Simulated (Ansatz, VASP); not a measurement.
**Cd in VASP and in Ansatz**

File POSCAR:

```
Cd
1.0
   -1.8836501953      1.8836501953      1.6011026660
    1.8836501953     -1.8836501953      1.6011026660
    1.8836501953      1.8836501953     -1.6011026660
Cd
1
Direct
    0.0000000000      0.0000000000      0.0000000000
```

Contents of INCAR.step1:

```
PREC     = Accurate       # precision mode
ENCUT    = 520            # plane-wave cutoff, eV
ISMEAR   = 0              # smearing method
SIGMA    = 0.15           # smearing width, eV
LREAL    = False          # projectors in reciprocal space
LASPH    = True           # aspherical terms in the spheres
NELM     = 100            # most SCF steps
NBANDS   = 12             # bands
GGA      = PE             # functional
ALGO     = Normal         # electronic algorithm
EDIFF    = 1E-4           # SCF threshold, eV
LWAVE    = True           # write WAVECAR
LCHARG   = False          # write CHGCAR
```

File INCAR.step2:

```
PREC     = Accurate       # precision mode
ENCUT    = 520            # plane-wave cutoff, eV
EDIFF    = 1E-6           # SCF threshold, eV
ISMEAR   = 0              # smearing method
SIGMA    = 0.15           # smearing width, eV
LREAL    = False          # projectors in reciprocal space
LASPH    = True           # aspherical terms in the spheres
NELM     = 100            # most SCF steps
ALGO     = Normal         # electronic algorithm
ISIF     = 2              # what is computed and relaxed
LWAVE    = False          # write WAVECAR
LCHARG   = True           # write CHGCAR
METAGGA  = R2SCAN         # meta-GGA
LMIXTAU  = True         
LELF     = True           # ELF
LVHAR    = True         
NBANDS   = 12             # bands
ISTART   = 1
```

KPOINTS

```
regular mesh
0
Gamma
  20 20 20
```

Input for Ansatz:

```yaml
crystal:
  lattice:
    - [-1.8836501953, 1.8836501953, 1.601102666]
    - [1.8836501953, -1.8836501953, 1.601102666]
    - [1.8836501953, 1.8836501953, -1.601102666]
  atoms:
    - { symbol: Cd, position: [0.0, 0.0, 0.0] }
basis:
  ecutwfc: 500
kpoints:
  mp_grid: { grid: [20, 20, 20] }
hamiltonian:
  xc: r2scan
scf:
  occupations: { method: gaussian, width: 0.15 }
output:
  forces: true
  stress: true
  eigenvalues: true
```

Alike in both runs: task single point; functional r2SCAN; k mesh 20 × 20 × 20; occupations gaussian, width 0.15 eV; no spin polarisation.

```csv
,VASP,Ansatz
version,VASP 6.6.1,Ansatz 0.2.0
potentials or method,"VASP PAW PBE potentials, release 64 (Cd), cutoff 520 eV","scalar-relativistic, plane waves, PAW"
valence electrons in the cell,12,20
```

```csv
,VASP,Ansatz,Ansatz less VASP
gap on the k mesh at the Fermi level (eV),none,none,-
pressure (GPa),-1.6,-1.8,-0.25
"traceless stress, the component that is largest in VASP (GPa)",-2.89,-2.91,-0.014
```

VASP's potentials were made for PBE, not for r2SCAN. A gap of «none» marks a metal or a gap that the smearing closes. With one functional, cell and mesh, what is left measures potentials, basis and numerics. VASP's potentials hold 12 valence electrons a cell and Ansatz's 20, so a difference there can come from the potentials and not from the codes.
